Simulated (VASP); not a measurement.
A run of VASP 6.6.1:

INCAR

```
SYSTEM = Pd
ALGO     = Normal         ! electronic algorithm
EDIFF    = 1E-6           ! SCF threshold, eV
ENCUT    = 520            ! plane-wave cutoff, eV
GGA      = PE             ! functional
ISIF     = 2              ! what is computed and relaxed
ISMEAR   = -1             ! smearing method
LASPH    = .True.         ! aspherical terms in the spheres
LCHARG   = .True.         ! write CHGCAR
LELF     = .True.         ! ELF
LREAL    = .False.        ! projectors in reciprocal space
LVHAR    = .True.       
LWAVE    = .False.        ! write WAVECAR
NBANDS   = 11             ! bands
NELM     = 80             ! most SCF steps
PREC     = Accurate       ! precision mode
SIGMA    = 0.05           ! smearing width, eV
```

File KPOINTS:

```
k-points
0
Gamma
  18 18 18
  0 0 0
```

The input POSCAR:

```
Pd
1.0
    0.0000000000      1.9186143454      1.9186143454
    1.9186143454      0.0000000000      1.9186143454
    1.9186143454      1.9186143454      0.0000000000
Pd
1
Direct
    0.0000000000      0.0000000000      0.0000000000
```

Potentials or basis: VASP PAW PBE potentials, release 64 (Pd).

Run with:

```console
$ cat potpaw_PBE.64/Pd/POTCAR > POTCAR
$ mpirun -np 1 vasp_std > vasp.out
```

Hardware: 1 thread of Intel Xeon 8259CL, with other jobs on the host.

**Question.** How long does it take, and how much memory?

**Answer.** Run time: 40 s on 1 thread of Intel Xeon 8259CL (shared host), peak memory 0.15 GiB. Counts: scf iterations 11, k points 195.
